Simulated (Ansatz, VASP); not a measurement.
# One calculation of V, two programs

```
V
1.0
     4.80030    0.00000    0.00000
     0.00000    4.80030    0.00000
     0.00000    0.00000    4.80030
V
8
Direct
  0.00000 0.00000 0.00000
  0.50000 0.50000 0.50000
  0.25000 0.00000 0.50000
  0.75000 0.00000 0.50000
  0.50000 0.25000 0.00000
  0.50000 0.75000 0.00000
  0.00000 0.50000 0.25000
  0.00000 0.50000 0.75000
```

Alike in both runs: task relaxation of cell and atoms; functional LDA; k mesh 5 × 5 × 5; occupations fermi-dirac, width 0.1 eV; no spin polarisation.

```csv
,VASP,Ansatz
version,VASP 6.6.1,Ansatz 0.2.0
potentials or method,"VASP PAW LDA potentials, release 64 (V_sv), cutoff 500 eV","plane waves (420 eV) with PAW, scalar-relativistic"
valence electrons in the cell,104,104
```

Ansatz gave:

| Item | Value |
| --- | --- |
| relaxed volume (Å³/atom) | 12.80 |
| relaxed length of the cell vector where the two differ most in proportion (Å) | 4.678 |

Problem. What did VASP give for the same quantities?

Solution. Relaxed volume (Å³/atom): 12.84; relaxed length of the cell vector where the two differ most in proportion (Å): 4.683.

Ansatz warns that its potentials were made for another functional, while VASP's fit it. LDA's correlation is that of Perdew and Zunger in VASP and of Perdew and Wang (1992) in Ansatz.
